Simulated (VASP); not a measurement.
Set up this calculation in VASP 6.6.1, as the native input.

```
Task                   : single point
Functional             : r2SCAN
Potentials or basis    : VASP PAW PBE potentials, release 64 (Na_pv, Cl)
Cutoff                 : 520 eV
k mesh                 : 8 × 8 × 8
Occupations            : fermi-dirac, width 0.02 eV
Spin                   : no spin polarisation
Dipole correction      : no
Further INCAR settings : ALGO = Normal; EDIFF = 1e-06; NBANDS = 14
```

NaCl:

```
Na Cl
1.0
     0.00000    2.80270    2.80270
     2.80270    0.00000    2.80270
     2.80270    2.80270    0.00000
Na Cl
1 1
Direct
  0.00000 0.00000 0.00000
  0.50000 0.50000 0.50000
```

One way to write it, as run:

POSCAR

```
NaCl
1.0
    0.0000000000      2.8026988303      2.8026988303
    2.8026988303      0.0000000000      2.8026988303
    2.8026988303      2.8026988303      0.0000000000
Na Cl
1 1
Direct
    0.0000000000      0.0000000000      0.0000000000
    0.5000000000      0.5000000000      0.5000000000
```

INCAR.step1

```
  PREC = Accurate
  ENCUT = 520
  ISMEAR = -1
  SIGMA = 0.02
  LREAL = F
  LASPH = T
  NELM = 60
  NBANDS = 14
  GGA = PE
  ALGO = Normal
  EDIFF = 1E-4
  LWAVE = T
  LCHARG = F
```

INCAR.step2

```
  PREC = Accurate
  ENCUT = 520
  EDIFF = 1E-6
  ISMEAR = -1
  SIGMA = 0.02
  LREAL = F
  LASPH = T
  NELM = 60
  ALGO = Normal
  ISIF = 2
  LWAVE = F
  LCHARG = T
  METAGGA = R2SCAN
  LMIXTAU = T
  LELF = T
  LVHAR = T
  NBANDS = 14
  ISTART = 1
```

KPOINTS

```
regular mesh
0
Gamma
  8 8 8
```

Potentials or basis: VASP PAW PBE potentials, release 64 (Na_pv, Cl).

Command:

```bash
$ cat potpaw_PBE.64/Na_pv/POTCAR potpaw_PBE.64/Cl/POTCAR > POTCAR
$ cp INCAR.step1 INCAR
$ mpirun -np 1 vasp_std > vasp.out
$ cp INCAR.step2 INCAR
$ mpirun -np 1 vasp_std > vasp.out
```

Results of the run:

```json
{
  "Pressure": "-0.1 GPa",
  "Band gap on the k mesh": "6.00 eV"
}
```

Caveat: the PAW data sets were made with another functional, which shifts forces and pressure a little.

Run time: 2.3 min on 1 thread of AMD EPYC 7R13, on a shared host, peak memory 0.14 GiB.
